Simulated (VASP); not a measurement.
# Hf (P6_3/mmc) in VASP: further runs

Hf is run at these levels: PBE; tasks: vibrations by perturbation theory.

All numbers are computed with VASP 6.6.1; they aren't measurements. Logs are shortened: lines on timing, memory, paths and dates and some standing lists are left out, and cuts for length are marked.

### 1 The cell of the first run

Symmetry: P6_3/mmc, No. 194, hexagonal system. The conventional cell has a = 2.890 Å, b = 2.890 Å, c = 4.669 Å, α = 90.00°, β = 90.00°, γ = 120.00°. Within 3.8 Å of Hf (site symmetry -6m2) lie 12 Hf at 2.87 to 2.89 Å.

### 2 Vibrations by perturbation theory, PBE

Input file INCAR:

```
SYSTEM = Hf
  PREC = Accurate
  ENCUT = 520
  EDIFF = 1E-8
  ISMEAR = 0
  SIGMA = 0.1
  LREAL = .False.
  LASPH = .True.
  NELM = 60
  ALGO = Normal
  ISIF = 2
  LWAVE = .False.
  LCHARG = .False.
  GGA = PE
  IBRION = 8
  NSW = 1
```

Input file KPOINTS:

```
regular mesh
0
Gamma
  16 16 10
  0 0 0
```

Input file POSCAR:

```
Hf
1.0
    2.8898119103      0.0000000000      0.0000000000
   -1.4449059551      2.5026505265      0.0000000000
    0.0000000000      0.0000000000      4.6687852128
Hf
2
Direct
    0.3333333333      0.6666666667      0.2500000000
    0.6666666667      0.3333333333      0.7500000000
```

Potentials or basis: VASP PAW PBE potentials, release 64 (Hf_pv).

On the command line:

```bash
$ cat potpaw_PBE.64/Hf_pv/POTCAR > POTCAR
$ mpirun -np 1 vasp_std > vasp.out
```

OUTCAR:

```text
SYSTEM = Hf
   PREC = Accurate
   ENCUT = 520
   EDIFF = 1E-8
   ISMEAR = 0
   LREAL = .False.
   LASPH = .True.
   NELM = 60
   ISIF = 2
   GGA = PE
   IBRION = 8
   NSW = 1

 ion  position               nearest neighbor table
   1  0.333  0.667  0.250-   2 2.87   2 2.87   2 2.87   2 2.87   2 2.87   2 2.87
   2  0.667  0.333  0.750-   1 2.87   1 2.87   1 2.87   1 2.87   1 2.87   1 2.87

  LATTYP: Found a hexagonal cell.
 ALAT       =     2.8898119103
 C/A-ratio  =     1.6156017615

  Lattice vectors:

 A1 = (   2.8898119103,   0.0000000000,   0.0000000000)
 A2 = (  -1.4449059551,   2.5026505265,   0.0000000000)
 A3 = (   0.0000000000,   0.0000000000,   4.6687852128)

Analysis of symmetry for initial positions (statically):
=====================================================================
 Subroutine PRICEL returns:
 Original cell was already a primitive cell.

 Routine SETGRP: Setting up the symmetry group for a
 hexagonal supercell.

 Subroutine GETGRP returns: Found 24 space group operations
 (whereof 12 operations were pure point group operations)
 out of a pool of 24 trial point group operations.

The static configuration has the point symmetry D_3d.
 The point group associated with its full space group is D_6h.

Analysis of symmetry for dynamics (positions and initial velocities):
=====================================================================
 Subroutine PRICEL returns:
 Original cell was already a primitive cell.

 Routine SETGRP: Setting up the symmetry group for a
 hexagonal supercell.

 Subroutine GETGRP returns: Found 24 space group operations
 (whereof 12 operations were pure point group operations)
 out of a pool of 24 trial point group operations.

The dynamic configuration has the point symmetry D_3d.
 The point group associated with its full space group is D_6h.

 Subroutine INISYM returns: Found 24 space group operations
 (whereof 12 operations are pure point group operations),
 and found     1 'primitive' translations

----------------------------------------------------------------------------------------

                                     Primitive cell

  volume of cell :      33.7655

  direct lattice vectors                    reciprocal lattice vectors
     2.889811910  0.000000000  0.000000000     0.346043283  0.199788182  0.000000000
    -1.444905955  2.502650527  0.000000000     0.000000000  0.399576365  0.000000000
     0.000000000  0.000000000  4.668785213     0.000000000  0.000000000  0.214188478

  length of vectors
     2.889811910  2.889811910  4.668785213     0.399576365  0.399576365  0.214188478

  position of ions in fractional coordinates (direct lattice)
     0.333333333  0.666666667  0.250000000
     0.666666667  0.333333333  0.750000000

  ion indices of the primitive-cell ions
   primitive index   ion index
                 1           1
                 2           2

----------------------------------------------------------------------------------------

 KPOINTS: regular mesh

Automatic generation of k-mesh.
 Grid dimensions read from file:
 generate k-points for:   16   16   10

 Generating k-lattice:

  Cartesian coordinates                     Fractional coordinates (reciprocal lattice)
     0.021627705  0.012486761  0.000000000     0.062500000  0.000000000  0.000000000
     0.000000000  0.024973523  0.000000000     0.000000000  0.062500000  0.000000000
     0.000000000  0.000000000  0.021418848     0.000000000  0.000000000  0.100000000

[... 96 lines left out ...]

 number of electron      20.0000000 magnetization

 Free energy of the ion-electron system (eV)
  ---------------------------------------------------
  ext. energy  EPLUGINS =         0.00000000
  ---------------------------------------------------
  free energy    TOTEN  =       -18.45407135 eV

  energy without entropy =      -18.44674847  energy(sigma->0) =      -18.45040991

 E-fermi :   7.0968     XC(G=0): -12.6376

 val. band max:        7.0967110788   @ k =   0.1250   0.0000   0.0000
 cond. band min:       7.1066892143   @ k =   0.0000   0.0000   0.4000
 fundamental gap:      0.0099781355
 Fermi energy:         7.0967768451

 k-point     1 :       0.0000    0.0000    0.0000
  band No.  band energies     occupation
      1     -24.1294      2.00000
      2     -22.3563      2.00000
      3     -22.3563      2.00000
      4     -22.1029      2.00000
      5     -22.0917      2.00000
      6     -22.0917      2.00000
      7      -1.1525      2.00000
      8       2.3542      2.00000
      9       8.2789      0.00000
     10       8.2789      0.00000
     11       8.3606      0.00000
     12       8.9505      0.00000
     13       9.3897      0.00000
     14       9.3897      0.00000
[... 377 lines left out ...]
      1     -23.4936      2.00000
      2     -23.4112      2.00000
      3     -23.3492      2.00000
      4     -22.8298      2.00000
      5     -22.5247      2.00000
      6     -22.4746      2.00000
      7       3.3486      2.00000
      8       4.3833      2.00000
      9       4.7717      2.00000
     10       5.5942      2.00000
     11       7.3311      0.00092
     12       8.2965      0.00000
     13       8.7799      0.00000
     14      11.6594      0.00000

 [... further k-points ...]

------------------------ aborting loop because EDIFF is reached ----------------------------------------

  FORCE on cell =-STRESS in cart. coord.  units (eV):
  Direction    XX          YY          ZZ          XY          YZ          ZX
  --------------------------------------------------------------------------------------
  -------------------------------------------------------------------------------------
  Total       10.4320795     10.4320795     10.3798002      0.0000000      0.0000000      0.0000000
  in kB      495.0029533    495.0029533    492.5222972      0.0000000      0.0000000      0.0000000
  external PRESSURE =     494.1760680 kB  Pullay stress =       0.0000000 kB

 VOLUME and BASIS-vectors are now :
 -----------------------------------------------------------------------------
  energy-cutoff  :      520.00
  volume of cell :       33.77
      direct lattice vectors                 reciprocal lattice vectors
     2.889811910  0.000000000  0.000000000     0.346043283  0.199788182  0.000000000
    -1.444905955  2.502650527  0.000000000     0.000000000  0.399576365  0.000000000
     0.000000000  0.000000000  4.668785213     0.000000000  0.000000000  0.214188478

 POSITION                                       TOTAL-FORCE (eV/Angst)
 -----------------------------------------------------------------------------------
     -0.00000      1.66843      1.16720        -0.000000      0.000000      0.000000
      1.44491      0.83422      3.50159         0.000000      0.000000      0.000000
 -----------------------------------------------------------------------------------
    total drift:                               -0.000000      0.000000     -0.000000

  FREE ENERGIE OF THE ION-ELECTRON SYSTEM (eV)
  ---------------------------------------------------
  free  energy   TOTEN  =       -18.4540713471 eV

  energy  without entropy=      -18.4467484663  energy(sigma->0) =      -18.45040991

[... ionic steps 2 to 3 ...]

--------------------------------------- Ionic step        4  -------------------------------------------

------------------------ aborting loop because EDIFF is reached ----------------------------------------

[... ionic steps 5 to 5 ...]

--------------------------------------- Ionic step        6  -------------------------------------------

 Free energy of the ion-electron system (eV)
  ---------------------------------------------------
  ---------------------------------------------------
  free energy    TOTEN  =        -0.24919885 eV

  energy without entropy =       -0.24919885

------------------------ aborting loop because EDIFF is reached ----------------------------------------

 INTERNAL STRAIN TENSOR  FOR ION    1  DIRECTION 3   (eV/Angst):
 -----------------------------------------------------------------------------
     0.07759  0.00000 -0.00000
     0.00000  0.07759 -0.00000
     0.00000 -0.00000 -0.13387

 INTERNAL STRAIN TENSOR FOR ION    2 for displacements in x,y,z  (eV/Angst):
          X           Y           Z          XY          YZ          ZX
  --------------------------------------------------------------------------------
  x     0.00000    -0.00000     0.00000     3.56994     0.00000     0.00000
  y     3.56994    -3.56994     0.00000    -0.00000     0.00000     0.00000
  z    -0.00000    -0.00000    -0.00000    -0.00000     0.00000     0.00000

 SECOND DERIVATIVES (NOT SYMMETRIZED)
 ------------------------------------
               1X          1Y          1Z          2X          2Y          2Z
  1X    -1.093983   -0.000000    0.000000    1.093983    0.000000    0.000000
  1Y    -0.000000   -1.093983    0.000000    0.000000    1.093983    0.000000
  1Z     0.000000    0.000000  -13.588863   -0.000000    0.000000   13.588863
  2X     1.093983    0.000000    0.000000   -1.093983   -0.000000    0.000000
  2Y     0.000000    1.093983    0.000000   -0.000000   -1.093983    0.000000
  2Z    -0.000000    0.000000   13.588863    0.000000    0.000000  -13.588863

 Eigenvectors and eigenvalues of the dynamical matrix
 ----------------------------------------------------

   1 f  =    6.100288 THz    38.329240 2PiTHz  203.483706 cm-1    25.228753 meV
             X         Y         Z           dx          dy          dz
     -0.000000  1.668434  1.167196     0.000000    0.000000   -0.707107
      1.444906  0.834217  3.501589    -0.000000    0.000000    0.707107
[... 16 lines left out ...]
   5 f  =    0.000000 THz     0.000000 2PiTHz    0.000000 cm-1     0.000000 meV
             X         Y         Z           dx          dy          dz
     -0.000000  1.668434  1.167196    -0.000000    0.000000    0.707107
      1.444906  0.834217  3.501589     0.000000    0.000000    0.707107

   6 f/i=    0.000000 THz     0.000000 2PiTHz    0.000001 cm-1     0.000000 meV
             X         Y         Z           dx          dy          dz
     -0.000000  1.668434  1.167196    -0.015712   -0.706932    0.000000
      1.444906  0.834217  3.501589    -0.015712   -0.706932    0.000000

--------------------------------------------------------------------------------------------------------

 ELASTIC MODULI CONTR FROM IONIC RELAXATION (kBar)
 Direction    XX          YY          ZZ          XY          YZ          ZX
 --------------------------------------------------------------------------------
 XX        -552.7748    552.7748     -0.0000     -0.0000      0.0000      0.0000
 YY         552.7748   -552.7748     -0.0000     -0.0000      0.0000      0.0000
 ZZ          -0.0000     -0.0000     -0.0000     -0.0000      0.0000      0.0000
 XY          -0.0000     -0.0000     -0.0000   -552.7748      0.0000      0.0000
 YZ           0.0000      0.0000      0.0000      0.0000      0.0000      0.0000
 ZX           0.0000      0.0000      0.0000      0.0000      0.0000     -0.0000
 --------------------------------------------------------------------------------
```

Wall time 8.2 min (1 thread of Intel Xeon Platinum 8559C (Emerald Rapids), shared host); peak memory 0.77 GiB.

Results:

```
Highest phonon frequency at Γ : 203 cm⁻¹
```

Phonon frequencies in cm⁻¹ (negative: imaginary):
```csv
q point,frequencies
"(0.000, 0.000, 0.000)",0 0 0 58 58 203
```

Caveat: the cell stands under pressure or tension, which shifts response properties; spin-orbit coupling is left out, which moves the levels of the heavy elements.

### 3 Vibrations by perturbation theory, PBE

This run uses another cell than the first one, of 20.77 Å³/atom.

Input file INCAR:

```
SYSTEM = Hf
ALGO = Normal
EDIFF = 1E-8
ENCUT = 520
GGA = PE
IBRION = 8
ISIF = 2
ISMEAR = 0
LASPH = .TRUE.
LCHARG = .TRUE.
LREAL = .FALSE.
LWAVE = .FALSE.
NELM = 80
NSW = 1
PREC = Accurate
SIGMA = 0.1
```

Input file KPOINTS:

```
k-points
0
G
  16 16 10
  0 0 0
```

Input file POSCAR:

```
Hf
1.0
    3.1163339713      0.0000000000      0.0000000000
   -1.5581669856      2.6988243858      0.0000000000
    0.0000000000      0.0000000000      4.9394314393
Hf
2
Direct
    0.3333333333      0.6666666667      0.2500000000
    0.6666666667      0.3333333333      0.7500000000
```

Potentials or basis: VASP PAW PBE potentials, release 64 (Hf_pv).

On the command line:

```bash
$ cat potpaw_PBE.64/Hf_pv/POTCAR > POTCAR
$ mpirun -np 1 vasp_std > vasp.out
```

OUTCAR:

```text
SYSTEM = Hf
   EDIFF = 1E-8
   ENCUT = 520
   GGA = PE
   IBRION = 8
   ISIF = 2
   ISMEAR = 0
   LASPH = .TRUE.
   LREAL = .FALSE.
   NELM = 80
   NSW = 1
   PREC = Accurate

 ion  position               nearest neighbor table
   1  0.333  0.667  0.250-   2 3.06   2 3.06   2 3.06   2 3.06   2 3.06   2 3.06
   2  0.667  0.333  0.750-   1 3.06   1 3.06   1 3.06   1 3.06   1 3.06   1 3.06

  LATTYP: Found a hexagonal cell.
 ALAT       =     3.1163339713
 C/A-ratio  =     1.5850135078

  Lattice vectors:

 A1 = (   3.1163339713,   0.0000000000,   0.0000000000)
 A2 = (  -1.5581669856,   2.6988243858,   0.0000000000)
 A3 = (   0.0000000000,   0.0000000000,   4.9394314393)

Analysis of symmetry for initial positions (statically):
=====================================================================
 Subroutine PRICEL returns:
 Original cell was already a primitive cell.
[... 645 lines left out ...]
     0.04458  0.00000 -0.00000
     0.00000  0.04458  0.00000
    -0.00000  0.00000 -0.08244

 INTERNAL STRAIN TENSOR FOR ION    2 for displacements in x,y,z  (eV/Angst):
          X           Y           Z          XY          YZ          ZX
  --------------------------------------------------------------------------------
  x     0.00000    -0.00000    -0.00000     3.07591     0.00000     0.00000
  y     3.07591    -3.07591     0.00000    -0.00000     0.00000     0.00000
  z     0.00000     0.00000     0.00000     0.00000    -0.00000    -0.00000

 SECOND DERIVATIVES (NOT SYMMETRIZED)
 ------------------------------------
               1X          1Y          1Z          2X          2Y          2Z
  1X    -2.147692   -0.000000    0.000000    2.147692    0.000000    0.000000
  1Y    -0.000000   -2.147692    0.000000    0.000000    2.147692    0.000000
  1Z    -0.000000    0.000000   -5.194133    0.000000    0.000000    5.194133
  2X     2.147692    0.000000    0.000000   -2.147692   -0.000000    0.000000
  2Y     0.000000    2.147692    0.000000   -0.000000   -2.147692    0.000000
  2Z     0.000000    0.000000    5.194133   -0.000000    0.000000   -5.194133

 Eigenvectors and eigenvalues of the dynamical matrix
 ----------------------------------------------------

   1 f  =    3.771510 THz    23.697099 2PiTHz  125.804046 cm-1    15.597707 meV
             X         Y         Z           dx          dy          dz
     -0.000000  1.799216  1.234858    -0.000000    0.000000   -0.707107
      1.558167  0.899608  3.704574     0.000000    0.000000    0.707107
[... 16 lines left out ...]
   5 f  =    0.000000 THz     0.000000 2PiTHz    0.000000 cm-1     0.000000 meV
             X         Y         Z           dx          dy          dz
     -0.000000  1.799216  1.234858     0.000000    0.000000    0.707107
      1.558167  0.899608  3.704574    -0.000000    0.000000    0.707107

   6 f/i=    0.000000 THz     0.000000 2PiTHz    0.000001 cm-1     0.000000 meV
             X         Y         Z           dx          dy          dz
     -0.000000  1.799216  1.234858    -0.699750    0.101737   -0.000000
      1.558167  0.899608  3.704574    -0.699750    0.101737    0.000000

--------------------------------------------------------------------------------------------------------

 ELASTIC MODULI CONTR FROM IONIC RELAXATION (kBar)
 Direction    XX          YY          ZZ          XY          YZ          ZX
 --------------------------------------------------------------------------------
 XX        -169.8988    169.8988     -0.0000     -0.0000     -0.0000     -0.0000
 YY         169.8988   -169.8988      0.0000     -0.0000      0.0000      0.0000
 ZZ          -0.0000      0.0000     -0.0000      0.0000      0.0000      0.0000
 XY          -0.0000     -0.0000      0.0000   -169.8988      0.0000      0.0000
 YZ          -0.0000      0.0000      0.0000      0.0000     -0.0000     -0.0000
 ZX          -0.0000      0.0000      0.0000      0.0000     -0.0000     -0.0000
 --------------------------------------------------------------------------------
```

OSZICAR:

```text
N       E                     dE             d eps       ncg     rms          rms(c)
DAV:   1     0.480675878455E+02    0.48068E+02   -0.11787E+04  5064   0.137E+03
DAV:   2    -0.185218582909E+02   -0.66589E+02   -0.65396E+02  6360   0.271E+02
DAV:   3    -0.203754538167E+02   -0.18536E+01   -0.18261E+01  6678   0.305E+01
DAV:   4    -0.203916541004E+02   -0.16200E-01   -0.16191E-01  5880   0.347E+00
[... 59 lines left out ...]
RMM:  16    -0.252251283285E+00    0.27705E-07    0.17291E-07 13407   0.731E-05    0.529E-06
RMM:  17    -0.252251273768E+00    0.95179E-08    0.25214E-07 12270   0.694E-05    0.309E-06
RMM:  18    -0.252251269669E+00    0.40988E-08    0.21657E-07 10958   0.677E-05    0.796E-07
RMM:  19    -0.252251285862E+00   -0.16193E-07    0.73814E-08  9805   0.666E-05    0.801E-07
RMM:  20    -0.252251277894E+00    0.79686E-08    0.97063E-08  9018   0.660E-05    0.648E-07
 Linear response finished
```

stdout:

```text
POSCAR found type information on POSCAR Hf
 POSCAR found :  1 types and       2 ions
 scaLAPACK will be used
 LDA part: xc-table for (Slater+PW92), standard interpolation
 POSCAR, INCAR and KPOINTS ok, starting setup
 FFT: planning ... GRIDC
 FFT: planning ... GRID_SOFT
 FFT: planning ... GRID
 WAVECAR not read
 entering main loop
 Linear response reoptimize wavefunctions to high precision
 Linear response DOF=           2
 Linear response progress:
 first order change of Fermi-energy  -0.56868E-05
 force on displaced ion       1 direction 1 :  -2.148  -0.000   0.000
 Linear response progress:
 first order change of Fermi-energy  -0.15301E-03
 force on displaced ion       1 direction 3 :   0.000   0.000  -5.194
 Linear response finished
```

Run time: 28 min. Hardware: 1 thread of Oxide Virtual Turin-like, shared host; peak memory 0.87 GiB.

Results:

| Property | Result |
| --- | --- |
| Highest phonon frequency at Γ | 126 cm⁻¹ |

Phonon frequencies in cm⁻¹ (negative: imaginary):
```tsv
q point	frequencies
(0.000, 0.000, 0.000)	0 0 0 81 81 126
```

Caveat: the cell stands under pressure or tension, which shifts response properties; spin-orbit coupling is left out, which moves the levels of the heavy elements.

(Part 1 of 2 ends here.)
